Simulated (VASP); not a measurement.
Runs of VASP 6.6.1 on W. It takes space group Im-3m (No. 229, cubic). The conventional cell has a = 3.165 Å, b = 3.165 Å, c = 3.165 Å, α = 90.00°, β = 90.00°, γ = 90.00°. Within 3.6 Å of W (site symmetry m-3m) lie 14 W at 2.74 to 3.16 Å. 

```csv
k mesh,gap on the mesh (eV),pressure (GPa)
3 × 3 × 3,none,(b)
5 × 5 × 5,none,1.9
6 × 6 × 6,none,0.3
12 × 12 × 12,none,(a)
8 × 8 × 8,none,2.8
```

Alike in all rows: task single point; level r2SCAN; potentials or basis VASP PAW PBE potentials, release 64 (W_sv); no spin polarisation; cell as given; cutoff (eV) 520; smearing fermi-dirac 0.1 eV.

Problem. Fill in the values left out.

Solution. (a) 2.6; (b) 10.9.

Caveats: some runs use coarse meshes; the PAW data sets were made with another functional, which shifts forces and pressure a little; spin-orbit coupling is left out, which moves the levels of the heavy elements.

A k mesh can miss the band edges, and the runs leave out spin-orbit coupling on W.

A gap of «none» marks levels without a gap at the run's occupations.
